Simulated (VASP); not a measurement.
# GaN (rock salt) (Fm-3m) in VASP: a series of runs

GaN (rock salt) is run at these levels: LDA; tasks: single point.

Program: VASP 6.6.1. These are calculated values, not measurements. Logs are shortened: lines on timing, memory, paths and dates and some standing lists are left out, and cuts for length are marked.

### 1 The cell of the first run

The structure is cubic, space group Fm-3m (No. 225). Conventional cell: a = 3.918 Å, b = 3.918 Å, c = 3.918 Å, α = 90.00°, β = 90.00°, γ = 90.00°. Ga (site symmetry m-3m) has 6 N at 1.96 Å within 2.6 Å. Within 2.6 Å of N (site symmetry m-3m) lie 6 Ga at 1.96 Å.

### 2 Single point, LDA (volume scaled by 0.8)

The input, INCAR:

```
SYSTEM = GaN
PREC     = Accurate       ! precision mode
ENCUT    = 600            ! plane-wave cutoff, eV
EDIFF    = 1E-6           ! SCF threshold, eV
ISMEAR   = 0              ! smearing method
SIGMA    = 0.03           ! smearing width, eV
LREAL    = .FALSE.        ! projectors in reciprocal space
LASPH    = .TRUE.         ! aspherical terms in the spheres
NELM     = 120            ! most SCF steps
ALGO     = Normal         ! electronic algorithm
ISIF     = 2              ! what is computed and relaxed
LWAVE    = .FALSE.        ! write WAVECAR
LCHARG   = .FALSE.        ! write CHGCAR
NBANDS   = 16             ! bands
GGA_COMPAT= .FALSE.
```

The input, KPOINTS:

```
regular mesh
0
G
  12 12 12
  0 0 0
```

The input, POSCAR:

```
GaN
1.0
    0.0000000000      1.9587504878      1.9587504878
    1.9587504878      0.0000000000      1.9587504878
    1.9587504878      1.9587504878      0.0000000000
Ga N
1 1
Direct
    0.0000000000      0.0000000000      0.0000000000
    0.5000000000      0.5000000000      0.5000000000
```

Potentials or basis: VASP PAW LDA potentials, release 64 (Ga_d, N).

Started as:

```console
$ cat potpaw_LDA.64/Ga_d/POTCAR potpaw_LDA.64/N/POTCAR > POTCAR
$ mpirun -np 1 vasp_std > vasp.out
```

OUTCAR:

```text
SYSTEM = GaN
   PREC = Accurate
   ENCUT = 600
   EDIFF = 1E-6
   ISMEAR = 0
   LREAL = .FALSE.
   LASPH = .TRUE.
   NELM = 120
   ISIF = 2

 ion  position               nearest neighbor table
   1  0.000  0.000  0.000-   2 1.96   2 1.96   2 1.96   2 1.96   2 1.96   2 1.96
   2  0.500  0.500  0.500-   1 1.96   1 1.96   1 1.96   1 1.96   1 1.96   1 1.96

  LATTYP: Found a face centered cubic cell.
 ALAT       =     3.9175009756

  Lattice vectors:

 A1 = (   0.0000000000,   1.9587504878,   1.9587504878)
 A2 = (   1.9587504878,   0.0000000000,   1.9587504878)
 A3 = (   1.9587504878,   1.9587504878,   0.0000000000)

Analysis of symmetry for initial positions (statically):
=====================================================================
 Subroutine PRICEL returns:
 Original cell was already a primitive cell.

 Routine SETGRP: Setting up the symmetry group for a
 face centered cubic supercell.

 Subroutine GETGRP returns: Found 48 space group operations
 (whereof 48 operations were pure point group operations)
 out of a pool of 48 trial point group operations.

The static configuration has the point symmetry O_h .

Analysis of symmetry for dynamics (positions and initial velocities):
=====================================================================
 Subroutine PRICEL returns:
 Original cell was already a primitive cell.

 Routine SETGRP: Setting up the symmetry group for a
 face centered cubic supercell.

 Subroutine GETGRP returns: Found 48 space group operations
 (whereof 48 operations were pure point group operations)
 out of a pool of 48 trial point group operations.

The dynamic configuration has the point symmetry O_h .

 Subroutine INISYM returns: Found 48 space group operations
 (whereof 48 operations are pure point group operations),
 and found     1 'primitive' translations

----------------------------------------------------------------------------------------

                                     Primitive cell

  volume of cell :      15.0303

  direct lattice vectors                    reciprocal lattice vectors
     0.000000000  1.958750488  1.958750488    -0.255264774  0.255264774  0.255264774
     1.958750488  0.000000000  1.958750488     0.255264774 -0.255264774  0.255264774
     1.958750488  1.958750488  0.000000000     0.255264774  0.255264774 -0.255264774

  length of vectors
     2.770091505  2.770091505  2.770091505     0.442131557  0.442131557  0.442131557

  position of ions in fractional coordinates (direct lattice)
     0.000000000  0.000000000  0.000000000
     0.500000000  0.500000000  0.500000000

  ion indices of the primitive-cell ions
   primitive index   ion index
                 1           1
                 2           2

----------------------------------------------------------------------------------------

 KPOINTS: regular mesh

Automatic generation of k-mesh.
 Grid dimensions read from file:
 generate k-points for:   12   12   12

 Generating k-lattice:

  Cartesian coordinates                     Fractional coordinates (reciprocal lattice)
    -0.021272064  0.021272064  0.021272064     0.083333333  0.000000000  0.000000000
     0.021272064 -0.021272064  0.021272064     0.000000000  0.083333333  0.000000000
     0.021272064  0.021272064 -0.021272064     0.000000000  0.000000000  0.083333333

  Length of vectors
     0.036844296  0.036844296  0.036844296

  Shift w.r.t. Gamma in fractional coordinates (k-lattice)
     0.000000000  0.000000000  0.000000000

 Subroutine IBZKPT returns following result:
 ===========================================

 Found     72 irreducible k-points:

 Following reciprocal coordinates:
            Coordinates               Weight
  0.000000  0.000000  0.000000      1.000000
  0.083333  0.000000  0.000000      8.000000
  0.166667  0.000000  0.000000      8.000000
  0.250000  0.000000  0.000000      8.000000
  0.333333  0.000000  0.000000      8.000000
  0.416667  0.000000  0.000000      8.000000
[... 16 lines left out ...]
  0.500000  0.166667  0.000000     24.000000
 -0.416667  0.166667  0.000000     24.000000
 [... further k-points ...]
   k-points           NKPTS =     72   k-points in BZ     NKDIM =     72   number of bands    NBANDS=     16
   number of dos      NEDOS =    301   number of ions     NIONS =      2
   total plane-waves  NPLWV =  13824
   dimension x,y,z NGX =    24 NGY =   24 NGZ =   24
   dimension x,y,z NGXF=    48 NGYF=   48 NGZF=   48
   ions per type =               1   1
   NGX,Y,Z   is equivalent  to a cutoff of  14.40, 14.40, 14.40 a.u.
   NGXF,Y,Z  is equivalent  to a cutoff of  28.81, 28.81, 28.81 a.u.
 SYSTEM =  GaN
   PREC   = accura    normal or accurate (medium, high low for compatibility)
   ISTART =      0    job   : 0-new  1-cont  2-samecut
   ICHARG =      2    charge: 1-file 2-atom 10-const
   ISPIN  =      1    spin polarized calculation?
   LNONCOLLINEAR =      F non collinear calculations
   LSORBIT =      F    spin-orbit coupling
   LASPH  =      T    aspherical Exc in radial PAW
   ENCUT  =  600.0 eV  44.10 Ry    6.64 a.u.   5.53  5.53  5.53*2*pi/ulx,y,z
   NELM   =    120;   NELMIN=  2; NELMDL= -5     # of ELM steps
   EDIFF  = 0.1E-05   stopping-criterion for ELM
   LREAL  =      F    real-space projection
   EDIFFG = 0.1E-04   stopping-criterion for IOM
   NSW    =      0    number of steps for IOM
   IBRION =     -1    ionic relax: 0-MD 1-quasi-New 2-CG
   NFREE  =      0    steps in history (QN), initial steepest desc. (CG)
   ISIF   =      2    stress and relaxation
   ISYM   =      2    0-nonsym 1-usesym 2-fastsym
   POTIM  = 0.5000    time-step for ionic-motion
   TEBEG  =    0.0;   TEEND  =   0.0 temperature during run
   PSTRESS=    0.0 pullay stress
   NELECT =      18.0000    total number of electrons
   NUPDOWN=      -1.0000    fix difference up-down
   EMIN   =  10.00;   EMAX   =-10.00  energy-range for DOS
   EFERMI =   0.00;   METHOD = LEGACY
   ISMEAR =     0;   SIGMA  =   0.03  broadening in eV -4-tet -1-fermi 0-gaus
   EFERMI_NEDOS =   21; number of points for ismear=-14 and -15
   IALGO  =     38    algorithm
   IMIX   =      4    mixing-type and parameters
     AMIX     =   0.40;   BMIX     =  1.00
     AMIX_MAG =   1.60;   BMIX_MAG =  1.00
  volume/ion in A,a.u.               =       7.52        50.71
  Fermi-wavevector in a.u.,A,eV,Ry     =   1.738507  3.285303 41.122358  3.022408
  Thomas-Fermi vector in A             =   2.811526
   LORBIT       =      0    0 simple, 1 ext, 2 COOP (PROOUT), +10 PAW based schemes
   GGA     = CA    functional components
   LHFCALC =     F    Hartree Fock is set to
   AEXX    =    0.0000 exact exchange contribution
   IVDW    =     0    specifies the selected vdW correction
   LEPSILON=     F    determine dielectric tensor
   LRPA    =     F    only Hartree local field effects (RPA)
 non-spin polarized calculation
 Gauss-broadening in eV      SIGMA  =   0.03
  energy-cutoff  :      600.00
  volume of cell :       15.03
 maximum number of plane-waves:       531
 NGX is ok and might be reduce to    24
   NGX = 11   NGY = 11   NGZ = 11

 number of electron      17.9999998 magnetization

 Free energy of the ion-electron system (eV)
  ---------------------------------------------------
  ext. energy  EPLUGINS =         0.00000000
  ---------------------------------------------------
  free energy    TOTEN  =       -12.39613821 eV

  energy without entropy =      -12.39613821  energy(sigma->0) =      -12.39613821

 E-fermi :  11.1420     XC(G=0): -14.8410

 val. band max:       10.9096835878   @ k =  -0.1667   0.1667   0.0000
 cond. band min:      12.9281902008   @ k =   0.5000   0.5000   0.0000
 fundamental gap:      2.0185066130
 Fermi energy:        11.1419943826

 k-point     1 :       0.0000    0.0000    0.0000
  band No.  band energies     occupation
      1      -8.8817      2.00000
      2      -3.2621      2.00000
      3      -3.2621      2.00000
      4      -3.2621      2.00000
      5      -3.0839      2.00000
      6      -3.0839      2.00000
[... 8 lines left out ...]
     15      29.9951      0.00000
     16      29.9951      0.00000

 k-point     2 :       0.0833    0.0000    0.0000
  band No.  band energies     occupation
      1      -8.7111      2.00000
      2      -3.2777      2.00000
      3      -3.2493      2.00000
      4      -3.2493      2.00000
      5      -3.1057      2.00000
      6      -3.1057      2.00000
[... 8 lines left out ...]
     15      29.3778      0.00000
     16      29.3778      0.00000

 k-point     3 :       0.1667    0.0000    0.0000
  band No.  band energies     occupation
      1      -8.2080      2.00000
      2      -3.3223      2.00000
      3      -3.2707      2.00000
      4      -3.2707      2.00000
      5      -3.1074      2.00000
      6      -3.1074      2.00000
[... 8 lines left out ...]
     15      29.5450      0.00000
     16      29.5450      0.00000

 k-point     4 :       0.2500    0.0000    0.0000
  band No.  band energies     occupation
      1      -7.4039      2.00000
      2      -3.3932      2.00000
      3      -3.3763      2.00000
      4      -3.3763      2.00000
      5      -3.0296      2.00000
      6      -3.0296      2.00000
[... 8 lines left out ...]
     15      30.8621      0.00000
     16      30.8621      0.00000
[... 324 lines left out ...]
 k-point    22 :       0.4167    0.1667    0.0000
  band No.  band energies     occupation
      1      -5.9259      2.00000
      2      -3.6032      2.00000
      3      -3.3487      2.00000
      4      -3.3429      2.00000
      5      -2.8359      2.00000
      6      -2.6545      2.00000
[... 8 lines left out ...]
     15      34.5783      0.00000
     16      37.3387      0.00000

 k-point    23 :       0.5000    0.1667    0.0000
  band No.  band energies     occupation
      1      -5.3202      2.00000
      2      -3.6928      2.00000
      3      -3.4431      2.00000
      4      -3.2738      2.00000
      5      -2.8205      2.00000
      6      -2.2763      2.00000
[... 8 lines left out ...]
     15      34.7560      0.00000
     16      37.3498      0.00000

 k-point    24 :      -0.4167    0.1667    0.0000
  band No.  band energies     occupation
      1      -5.1471      2.00000
      2      -3.7454      2.00000
      3      -3.5001      2.00000
      4      -3.2708      2.00000
      5      -2.8579      2.00000
      6      -2.1790      2.00000
[... 8 lines left out ...]
     15      34.6209      0.00000
     16      34.6391      0.00000

 [... further k-points ...]

------------------------ aborting loop because EDIFF is reached ----------------------------------------

  FORCE on cell =-STRESS in cart. coord.  units (eV):
  Direction    XX          YY          ZZ          XY          YZ          ZX
  --------------------------------------------------------------------------------------
  -------------------------------------------------------------------------------------
  Total        7.3634369      7.3634369      7.3634369     -0.0000000     -0.0000000     -0.0000000
  in kB      784.9171204    784.9171204    784.9171204     -0.0000000     -0.0000000     -0.0000000
  external PRESSURE =     784.9171204 kB  Pullay stress =       0.0000000 kB

 VOLUME and BASIS-vectors are now :
 -----------------------------------------------------------------------------
  energy-cutoff  :      600.00
  volume of cell :       15.03
      direct lattice vectors                 reciprocal lattice vectors
     0.000000000  1.958750488  1.958750488    -0.255264774  0.255264774  0.255264774
     1.958750488  0.000000000  1.958750488     0.255264774 -0.255264774  0.255264774
     1.958750488  1.958750488  0.000000000     0.255264774  0.255264774 -0.255264774

 POSITION                                       TOTAL-FORCE (eV/Angst)
 -----------------------------------------------------------------------------------
      0.00000      0.00000      0.00000         0.000000      0.000000      0.000000
      1.95875      1.95875      1.95875         0.000000      0.000000      0.000000
 -----------------------------------------------------------------------------------
    total drift:                                0.000000     -0.000000     -0.000000

  FREE ENERGIE OF THE ION-ELECTRON SYSTEM (eV)
  ---------------------------------------------------
  free  energy   TOTEN  =       -12.3961382064 eV

  energy  without entropy=      -12.3961382064  energy(sigma->0) =      -12.39613821
```

Wall time 21 s (1 thread of Intel Xeon 8259CL, shared host); peak memory 0.14 GiB.

Results:

| Property | Result |
| --- | --- |
| Free energy | -12.3961 eV |
| Pressure | 78.5 GPa |
| Band gap on the k mesh | 2.02 eV, indirect (least direct gap 5.78 eV) |

 A k mesh can miss the band edges.

### 3 Single point, LDA (volume scaled by 0.84)

The input, INCAR:

```
SYSTEM = GaN
ALGO = Normal
EDIFF = 1E-6
ENCUT = 600
GGA_COMPAT = .FALSE.
ISIF = 2
ISMEAR = 0
LASPH = .TRUE.
LCHARG = .TRUE.
LELF = .TRUE.
LREAL = .FALSE.
LVHAR = .TRUE.
LWAVE = .FALSE.
NBANDS = 16
NELM = 120
PREC = Accurate
SIGMA = 0.03
```

The input, KPOINTS:

```
k-points
0
G
  12 12 12
  0 0 0
```

The input, POSCAR:

```
GaN
1.0
    0.0000000000      1.9908668597      1.9908668597
    1.9908668597      0.0000000000      1.9908668597
    1.9908668597      1.9908668597      0.0000000000
Ga N
1 1
Direct
    0.0000000000      0.0000000000      0.0000000000
    0.5000000000      0.5000000000      0.5000000000
```

Potentials or basis: VASP PAW LDA potentials, release 64 (Ga_d, N).

Started as:

```console
$ cat potpaw_LDA.64/Ga_d/POTCAR potpaw_LDA.64/N/POTCAR > POTCAR
$ mpirun -np 1 vasp_std > vasp.out
```

OUTCAR:

```text
SYSTEM = GaN
   EDIFF = 1E-6
   ENCUT = 600
   ISIF = 2
   ISMEAR = 0
   LASPH = .TRUE.
   LREAL = .FALSE.
   NELM = 120
   PREC = Accurate

 ion  position               nearest neighbor table
   1  0.000  0.000  0.000-   2 1.99   2 1.99   2 1.99   2 1.99   2 1.99   2 1.99
   2  0.500  0.500  0.500-   1 1.99   1 1.99   1 1.99   1 1.99   1 1.99   1 1.99

  LATTYP: Found a face centered cubic cell.
 ALAT       =     3.9817337194

  Lattice vectors:

 A1 = (   0.0000000000,   1.9908668597,   1.9908668597)
[... 641 lines left out ...]

------------------------ aborting loop because EDIFF is reached ----------------------------------------

  FORCE on cell =-STRESS in cart. coord.  units (eV):
  Direction    XX          YY          ZZ          XY          YZ          ZX
  --------------------------------------------------------------------------------------
  -------------------------------------------------------------------------------------
  Total        5.2479605      5.2479605      5.2479605     -0.0000000      0.0000000     -0.0000000
  in kB      532.7758011    532.7758011    532.7758011     -0.0000000      0.0000000     -0.0000000
  external PRESSURE =     532.7758011 kB  Pullay stress =       0.0000000 kB

 VOLUME and BASIS-vectors are now :
 -----------------------------------------------------------------------------
  energy-cutoff  :      600.00
  volume of cell :       15.78
      direct lattice vectors                 reciprocal lattice vectors
     0.000000000  1.990866860  1.990866860    -0.251146880  0.251146880  0.251146880
     1.990866860  0.000000000  1.990866860     0.251146880 -0.251146880  0.251146880
     1.990866860  1.990866860  0.000000000     0.251146880  0.251146880 -0.251146880

 POSITION                                       TOTAL-FORCE (eV/Angst)
 -----------------------------------------------------------------------------------
      0.00000      0.00000      0.00000         0.000000     -0.000000      0.000000
      1.99087      1.99087      1.99087         0.000000      0.000000     -0.000000
 -----------------------------------------------------------------------------------
    total drift:                                0.000000     -0.000000     -0.000000

  FREE ENERGIE OF THE ION-ELECTRON SYSTEM (eV)
  ---------------------------------------------------
  free  energy   TOTEN  =       -12.7045037830 eV

  energy  without entropy=      -12.7045037830  energy(sigma->0) =      -12.70450378
```

stdout:

```text
POSCAR found type information on POSCAR GaN
 POSCAR found :  2 types and       2 ions
 scaLAPACK will be used
 LDA part: xc-table for (Slater(with rela. corr.)+CA(PZ))
 , standard interpolation
 POSCAR, INCAR and KPOINTS ok, starting setup
 FFT: planning ... GRIDC
 FFT: planning ... GRID_SOFT
 FFT: planning ... GRID
 WAVECAR not read
 entering main loop
```

Wall time 21 s (1 thread of Intel Xeon 8259CL, shared host); peak memory 0.14 GiB.

Results:

* Free energy: -12.7045 eV
* Pressure: 53.3 GPa
* Band gap on the k mesh: 1.64 eV, indirect (least direct gap 5.34 eV)

Levels at points of the mesh, in eV from the valence-band top:
```
           k point  band 7  band 8  band 9  band 10  band 11  band 12
(0.00, 0.00, 0.00)   -0.77   -0.77   -0.77     4.58    15.76    15.76
(0.50, 0.00, 0.00)   -9.26   -0.14   -0.14     5.45     9.95     9.95
(0.50, 0.50, 0.00)   -8.70   -3.82   -3.82     1.64     7.97    13.64
```

 A k mesh can miss the band edges.

### 4 Single point, LDA (volume scaled by 0.88)

The input, INCAR:

```
SYSTEM = GaN
PREC = Accurate ; ENCUT = 600
EDIFF = 1E-6 ; ISMEAR = 0
SIGMA = 0.03 ; LREAL = .False.
LASPH = .True. ; NELM = 120
ALGO = Normal ; ISIF = 2
LWAVE = .False. ; LCHARG = .True.
GGA = CA ; LELF = .True.
LVHAR = .True. ; NBANDS = 16
GGA_COMPAT = .False.
```

The input, KPOINTS:

```
Automatic mesh
0
Gamma
  12 12 12
  0 0 0
```

The input, POSCAR:

```
GaN
1.0
    0.0000000000      2.0219791797      2.0219791797
    2.0219791797      0.0000000000      2.0219791797
    2.0219791797      2.0219791797      0.0000000000
Ga N
1 1
Direct
    0.0000000000      0.0000000000      0.0000000000
    0.5000000000      0.5000000000      0.5000000000
```

Started as:

```console
$ cat potpaw_LDA.64/Ga_d/POTCAR potpaw_LDA.64/N/POTCAR > POTCAR
$ mpirun -np 1 vasp_std > vasp.out
```

Wall time 28 s (1 thread of Intel Xeon 8259CL, shared host); peak memory 0.14 GiB.

It converged, with:

| Item | Value |
| --- | --- |
| Free energy | -12.9072 eV |
| Pressure | 33.2 GPa |
| Band gap on the k mesh | 1.30 eV, indirect (least direct gap 4.64 eV) |

Levels at points of the mesh, in eV from the valence-band top:
```tsv
k point	band 6	band 7	band 8	band 9	band 10	band 11	band 12	band 13
(0.00, 0.00, 0.00)	-13.97	-0.70	-0.70	-0.70	3.95	15.46	15.46	15.46
(0.50, 0.00, 0.00)	-13.78	-9.03	-0.15	-0.15	5.24	9.67	9.67	11.07
(0.50, 0.50, 0.00)	-10.55	-8.28	-3.61	-3.61	1.30	7.91	13.14	16.05
```

 A k mesh can miss the band edges.

### 5 The runs side by side

```tsv
cell	gap on the mesh (eV)	pressure (GPa)
a = 2.770 Å, angles 60.0°, 2 atoms	2.02	78.5
a = 2.816 Å, angles 60.0°, 2 atoms	1.64	53.3
a = 2.860 Å, angles 60.0°, 2 atoms	1.30	33.2
```

Alike in all rows: task single point; level LDA; potentials or basis VASP PAW LDA potentials, release 64 (Ga_d, N); no spin polarisation; k mesh 12 × 12 × 12; cutoff (eV) 600; smearing gaussian 0.03 eV.

Absolute energies hang on the potentials; compare differences alone.
